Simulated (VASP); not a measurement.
Wanted: the native input for a VASP 6.6.1 run.

| Quantity | Value |
| --- | --- |
| Task | single point |
| Functional | r2SCAN |
| Potentials or basis | VASP PAW PBE potentials, release 64 (Mg, O) |
| Cutoff | 520 eV |
| k mesh | 6 × 6 × 6 |
| Occupations | gaussian, width 0.05 eV |
| Spin | no spin polarisation |
| Dipole correction | no |
| Further INCAR settings | ALGO = Normal; EDIFF = 1e-06; NBANDS = 16 |

The system is MgO.

```xyz
4
Lattice="3.4841 0.0000 0.0000 -1.7421 3.0173 0.0000 0.0000 0.0000 4.1648" Properties=species:S:1:pos:R:3 pbc="T T T"
Mg    1.7421    1.0058    3.1236
Mg    0.0000    2.0115    1.0412
O     1.7421    1.0058    1.0412
O     0.0000    2.0115    3.1236
```

This cell differs from its parent crystal: strain -0.0050 x Voigt [0, 0, 1, 0, 0, 0].

The input as run:

POSCAR

```
MgO
1.0
    3.4841042127      0.0000000000      0.0000000000
   -1.7420521064      3.0173227576      0.0000000000
    0.0000000000      0.0000000000      4.1647591577
Mg O
2 2
Direct
    0.6666666667      0.3333333333      0.7500000000
    0.3333333333      0.6666666667      0.2500000000
    0.6666666667      0.3333333333      0.2500000000
    0.3333333333      0.6666666667      0.7500000000
```

INCAR.step1

```
SYSTEM = MgO
ALGO = Normal
EDIFF = 1E-4
ENCUT = 520
GGA = PE
ISMEAR = 0
LASPH = .True.
LCHARG = .False.
LREAL = .False.
LWAVE = .True.
NBANDS = 16
NELM = 100
PREC = Accurate
SIGMA = 0.05
```

INCAR.step2

```
SYSTEM = MgO
ALGO = Normal
EDIFF = 1E-6
ENCUT = 520
ISIF = 2
ISMEAR = 0
ISTART = 1
LASPH = .True.
LCHARG = .False.
LMIXTAU = .True.
LREAL = .False.
LWAVE = .False.
METAGGA = R2SCAN
NBANDS = 16
NELM = 100
PREC = Accurate
SIGMA = 0.05
```

KPOINTS

```
k-points
0
Gamma
  6 6 6
  0 0 0
```

Potentials or basis: VASP PAW PBE potentials, release 64 (Mg, O).

The run is started by

```sh
$ cat potpaw_PBE.64/Mg/POTCAR potpaw_PBE.64/O/POTCAR > POTCAR
$ cp INCAR.step1 INCAR
$ mpirun -np 1 vasp_std > vasp.out
$ cp INCAR.step2 INCAR
$ mpirun -np 1 vasp_std > vasp.out
```

It gave:

```yaml
Pressure: 0.0 GPa
Band_gap_on_the_k_mesh: 4.11 eV
```

Caveat: the cell differs from its parent crystal (strain -0.0050 x Voigt [0, 0, 1, 0, 0, 0]); the PAW data sets were made with another functional, which shifts forces and pressure a little.

Wall time 59 s on 1 thread of Intel(R) Xeon(R) Platinum 8375C CPU @ 2.90GHz (Ice Lake), on a shared host, peak memory 0.18 GiB.
